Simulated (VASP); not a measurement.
A run of VASP 6.6.1 is set up as follows.

File INCAR:

```
SYSTEM = In
  PREC = Accurate
  ENCUT = 520
  EDIFF = 1E-8
  ISMEAR = -1
  SIGMA = 0.05
  LREAL = .False.
  LASPH = .True.
  NELM = 60
  ALGO = Normal
  ISIF = 2
  LWAVE = .False.
  LCHARG = .False.
  GGA = CA
  LEFG = .True.
  NBANDS = 12
```

Contents of KPOINTS:

```
Automatic mesh
0
Gamma
  14 14 14
  0 0 0
```

The input POSCAR:

```
In
1.0
   -1.6207113306      1.6207113306      2.4656758579
    1.6207113306     -1.6207113306      2.4656758579
    1.6207113306      1.6207113306     -2.4656758579
In
1
Direct
    0.0000000000      0.0000000000      0.0000000000
```

Potentials or basis: VASP PAW LDA potentials, release 64 (In_d).

Command:

```sh
$ cat potpaw_LDA.64/In_d/POTCAR > POTCAR
$ mpirun -np 1 vasp_std > vasp.out
```

**Question.** Estimate the pressure.

**Answer.** -2.3 GPa.

Electric field gradients, principal values (V/Å²):
| atom | least | middle | greatest (by size) |
| --- | --- | --- | --- |
| 1 In | -11.139 | -11.140 | 22.279 |

Caveat: without QUAD_EFG the Cq values of the log hold for a quadrupole moment of 1 mb, not for the nuclei.
